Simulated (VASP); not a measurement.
# CdF2 (R3m) in VASP: notebook, part 2 of 2

VASP 6.6.1. The steps go on from the part before.

### Step 3. Single point, LDA (all Cd atoms moved -0.150 Å, as atom 1 along Cartesian [1 1 1])

Input file INCAR:

```
PREC     = Accurate       # precision mode
ENCUT    = 520            # plane-wave cutoff, eV
EDIFF    = 1E-6           # SCF threshold, eV
ISMEAR   = 0              # smearing method
SIGMA    = 0.05           # smearing width, eV
LREAL    = F              # projectors in reciprocal space
LASPH    = T              # aspherical terms in the spheres
NELM     = 60             # most SCF steps
ALGO     = Normal         # electronic algorithm
ISIF     = 2              # what is computed and relaxed
LWAVE    = F              # write WAVECAR
LCHARG   = T              # write CHGCAR
GGA      = CA             # functional
LELF     = T              # ELF
LVHAR    = T            
NBANDS   = 20             # bands
```

Input file KPOINTS:

```
Automatic mesh
0
Gamma
  8 8 8
```

Input file POSCAR:

```
CdF2
1.0
    0.0000000000      2.6488277134      2.6488277134
    2.6488277134      0.0000000000      2.6488277134
    2.6488277134      2.6488277134      0.0000000000
Cd F
1 2
Direct
   -0.0163473336     -0.0163473336     -0.0163473336
    0.2500000000      0.2500000000      0.2500000000
    0.7500000000      0.7500000000      0.7500000000
```

Potentials or basis: VASP PAW LDA potentials, release 64 (Cd, F).

Launch:

```sh
$ cat potpaw_LDA.64/Cd/POTCAR potpaw_LDA.64/F/POTCAR > POTCAR
$ mpirun -np 1 vasp_std > vasp.out
```

OUTCAR:

```text
PREC = Accurate
   ENCUT = 520
   EDIFF = 1E-6
   ISMEAR = 0
   LREAL = F
   LASPH = T
   NELM = 60
   ISIF = 2
   GGA = CA

 ion  position               nearest neighbor table
   1  0.984  0.984  0.984-   3 2.14   2 2.25   2 2.25   2 2.25   3 2.35   3 2.35   3 2.35   2 2.44

   2  0.250  0.250  0.250-   1 2.25   1 2.25   1 2.25   1 2.44
   3  0.750  0.750  0.750-   1 2.14   1 2.35   1 2.35   1 2.35

  LATTYP: Found a face centered cubic cell.
 ALAT       =     5.2976554268

  Lattice vectors:

 A1 = (   0.0000000000,   2.6488277134,   2.6488277134)
 A2 = (   2.6488277134,   0.0000000000,   2.6488277134)
 A3 = (   2.6488277134,   2.6488277134,   0.0000000000)

Analysis of symmetry for initial positions (statically):
=====================================================================
 Subroutine PRICEL returns:
 Original cell was already a primitive cell.

 Routine SETGRP: Setting up the symmetry group for a
 face centered cubic supercell.

 Subroutine GETGRP returns: Found  6 space group operations
 (whereof  6 operations were pure point group operations)
 out of a pool of 48 trial point group operations.

The static configuration has the point symmetry C_3v.

Analysis of symmetry for dynamics (positions and initial velocities):
=====================================================================
 Subroutine PRICEL returns:
 Original cell was already a primitive cell.

 Routine SETGRP: Setting up the symmetry group for a
 face centered cubic supercell.

 Subroutine GETGRP returns: Found  6 space group operations
 (whereof  6 operations were pure point group operations)
 out of a pool of 48 trial point group operations.

The dynamic configuration has the point symmetry C_3v.

 Subroutine INISYM returns: Found  6 space group operations
 (whereof  6 operations are pure point group operations),
 and found     1 'primitive' translations

----------------------------------------------------------------------------------------

                                     Primitive cell

  volume of cell :      37.1699

  direct lattice vectors                    reciprocal lattice vectors
     0.000000000  2.648827713  2.648827713    -0.188762749  0.188762749  0.188762749
     2.648827713  0.000000000  2.648827713     0.188762749 -0.188762749  0.188762749
     2.648827713  2.648827713  0.000000000     0.188762749  0.188762749 -0.188762749

  length of vectors
     3.746008077  3.746008077  3.746008077     0.326946671  0.326946671  0.326946671

  position of ions in fractional coordinates (direct lattice)
     0.983652666  0.983652666  0.983652666
     0.250000000  0.250000000  0.250000000
     0.750000000  0.750000000  0.750000000

  ion indices of the primitive-cell ions
   primitive index   ion index
                 1           1
                 2           2
                 3           3

----------------------------------------------------------------------------------------

 KPOINTS: Automatic mesh

Automatic generation of k-mesh.
 Grid dimensions read from file:
 generate k-points for:    8    8    8

 Generating k-lattice:

  Cartesian coordinates                     Fractional coordinates (reciprocal lattice)
    -0.023595344  0.023595344  0.023595344     0.125000000  0.000000000  0.000000000
     0.023595344 -0.023595344  0.023595344     0.000000000  0.125000000  0.000000000
     0.023595344  0.023595344 -0.023595344     0.000000000  0.000000000  0.125000000

  Length of vectors
     0.040868334  0.040868334  0.040868334

  Shift w.r.t. Gamma in fractional coordinates (k-lattice)
     0.000000000  0.000000000  0.000000000

 Subroutine IBZKPT returns following result:
 ===========================================

 Found     65 irreducible k-points:

 Following reciprocal coordinates:
            Coordinates               Weight
  0.000000  0.000000  0.000000      1.000000
  0.125000  0.000000  0.000000      6.000000
  0.125000  0.125000  0.125000      2.000000
  0.250000  0.000000  0.000000      6.000000
  0.250000  0.250000  0.250000      2.000000
  0.375000  0.000000  0.000000      6.000000
[... 16 lines left out ...]
 -0.250000  0.125000  0.000000     12.000000
  0.125000  0.125000  0.375000      6.000000
 [... further k-points ...]
   k-points           NKPTS =     65   k-points in BZ     NKDIM =     65   number of bands    NBANDS=     20
   number of dos      NEDOS =    301   number of ions     NIONS =      3
   total plane-waves  NPLWV =  21952
   dimension x,y,z NGX =    28 NGY =   28 NGZ =   28
   dimension x,y,z NGXF=    56 NGYF=   56 NGZF=   56
   ions per type =               1   2
   NGX,Y,Z   is equivalent  to a cutoff of  12.43, 12.43, 12.43 a.u.
   NGXF,Y,Z  is equivalent  to a cutoff of  24.85, 24.85, 24.85 a.u.
 SYSTEM =  unknown system
   PREC   = accura    normal or accurate (medium, high low for compatibility)
   ISTART =      0    job   : 0-new  1-cont  2-samecut
   ICHARG =      2    charge: 1-file 2-atom 10-const
   ISPIN  =      1    spin polarized calculation?
   LNONCOLLINEAR =      F non collinear calculations
   LSORBIT =      F    spin-orbit coupling
   LASPH  =      T    aspherical Exc in radial PAW
   ENCUT  =  520.0 eV  38.22 Ry    6.18 a.u.   6.97  6.97  6.97*2*pi/ulx,y,z
   NELM   =     60;   NELMIN=  2; NELMDL= -5     # of ELM steps
   EDIFF  = 0.1E-05   stopping-criterion for ELM
   LREAL  =      F    real-space projection
   EDIFFG = 0.1E-04   stopping-criterion for IOM
   NSW    =      0    number of steps for IOM
   IBRION =     -1    ionic relax: 0-MD 1-quasi-New 2-CG
   NFREE  =      0    steps in history (QN), initial steepest desc. (CG)
   ISIF   =      2    stress and relaxation
   ISYM   =      2    0-nonsym 1-usesym 2-fastsym
   POTIM  = 0.5000    time-step for ionic-motion
   TEBEG  =    0.0;   TEEND  =   0.0 temperature during run
   PSTRESS=    0.0 pullay stress
   NELECT =      26.0000    total number of electrons
   NUPDOWN=      -1.0000    fix difference up-down
   EMIN   =  10.00;   EMAX   =-10.00  energy-range for DOS
   EFERMI =   0.00;   METHOD = LEGACY
   ISMEAR =     0;   SIGMA  =   0.05  broadening in eV -4-tet -1-fermi 0-gaus
   EFERMI_NEDOS =   21; number of points for ismear=-14 and -15
   IALGO  =     38    algorithm
   IMIX   =      4    mixing-type and parameters
     AMIX     =   0.40;   BMIX     =  1.00
     AMIX_MAG =   1.60;   BMIX_MAG =  1.00
  volume/ion in A,a.u.               =      12.39        83.61
  Fermi-wavevector in a.u.,A,eV,Ry     =   1.453234  2.746214 28.733998  2.111889
  Thomas-Fermi vector in A             =   2.570524
   LORBIT       =      0    0 simple, 1 ext, 2 COOP (PROOUT), +10 PAW based schemes
   GGA     = CA    functional components
   LHFCALC =     F    Hartree Fock is set to
   AEXX    =    0.0000 exact exchange contribution
   IVDW    =     0    specifies the selected vdW correction
   LEPSILON=     F    determine dielectric tensor
   LRPA    =     F    only Hartree local field effects (RPA)
 non-spin polarized calculation
 Gauss-broadening in eV      SIGMA  =   0.05
  energy-cutoff  :      520.00
  volume of cell :       37.17
 maximum number of plane-waves:      1012
   NGX = 13   NGY = 13   NGZ = 13

 number of electron      26.0000022 magnetization

 Free energy of the ion-electron system (eV)
  ---------------------------------------------------
  ext. energy  EPLUGINS =         0.00000000
  ---------------------------------------------------
  free energy    TOTEN  =       -12.65579956 eV

  energy without entropy =      -12.65579956  energy(sigma->0) =      -12.65579956

 E-fermi :  -0.9302     XC(G=0): -11.3983

 val. band max:       -1.2647799395   @ k =  -0.2500   0.5000   0.2500
 cond. band min:       1.7328730746   @ k =   0.0000   0.0000   0.0000
 fundamental gap:      2.9976530141
 Fermi energy:        -0.9302321800

 k-point     1 :       0.0000    0.0000    0.0000
  band No.  band energies     occupation
      1     -22.0278      2.00000
      2     -20.6992      2.00000
      3      -7.1028      2.00000
      4      -7.0966      2.00000
      5      -7.0966      2.00000
      6      -5.6020      2.00000
[... 12 lines left out ...]
     19      18.5406      0.00000
[... 513 lines left out ...]
      4      -6.7152      2.00000
      5      -6.0258      2.00000
      6      -5.7758      2.00000
[... 12 lines left out ...]
     19      16.8598      0.00000
     20      19.8760      0.00000

 [... further k-points ...]

------------------------ aborting loop because EDIFF is reached ----------------------------------------

  FORCE on cell =-STRESS in cart. coord.  units (eV):
  Direction    XX          YY          ZZ          XY          YZ          ZX
  --------------------------------------------------------------------------------------
  -------------------------------------------------------------------------------------
  Total        0.6450782      0.6450782      0.6450782      0.2496851      0.2496851      0.2496851
  in kB       27.8055728     27.8055728     27.8055728     10.7624747     10.7624747     10.7624747
  external PRESSURE =      27.8055728 kB  Pullay stress =       0.0000000 kB

 VOLUME and BASIS-vectors are now :
 -----------------------------------------------------------------------------
  energy-cutoff  :      520.00
  volume of cell :       37.17
      direct lattice vectors                 reciprocal lattice vectors
     0.000000000  2.648827713  2.648827713    -0.188762749  0.188762749  0.188762749
     2.648827713  0.000000000  2.648827713     0.188762749 -0.188762749  0.188762749
     2.648827713  2.648827713  0.000000000     0.188762749  0.188762749 -0.188762749

 POSITION                                       TOTAL-FORCE (eV/Angst)
 -----------------------------------------------------------------------------------
      5.21105      5.21105      5.21105         0.636316      0.636316      0.636316
      1.32441      1.32441      1.32441        -0.183733     -0.183733     -0.183733
      3.97324      3.97324      3.97324        -0.452583     -0.452583     -0.452583
 -----------------------------------------------------------------------------------
    total drift:                                0.000099      0.000099      0.000099

  FREE ENERGIE OF THE ION-ELECTRON SYSTEM (eV)
  ---------------------------------------------------
  free  energy   TOTEN  =       -12.6557995636 eV

  energy  without entropy=      -12.6557995636  energy(sigma->0) =      -12.65579956
```

Wall time 30 s (1 thread of Intel Xeon Platinum 8259CL at 2.50GHz (Skylake/Cascade Lake), shared host); peak memory 0.17 GiB.

What came out:

```yaml
Free_energy: -12.6558 eV
Pressure: 2.8 GPa
Largest_force: 1.102 eV/Å
Band_gap_on_the_k_mesh: 3.00 eV (least direct gap 3.40 eV)
```

Forces in eV/Å, atoms in the order of the input:
```
Cd   0.636  0.636  0.636
F   -0.184 -0.184 -0.184
F   -0.453 -0.453 -0.453
```

Stress tensor (GPa, compression positive):
```
2.78 1.08 1.08
1.08 2.78 1.08
1.08 1.08 2.78
```

Caveat: the cell differs from its parent crystal (all Cd atoms moved -0.150 Å, as atom 1 along Cartesian [1 1 1]); forces of over 1 eV/Å act on the atoms, so gaps and moduli don't describe the material at rest. A k mesh can miss the band edges.
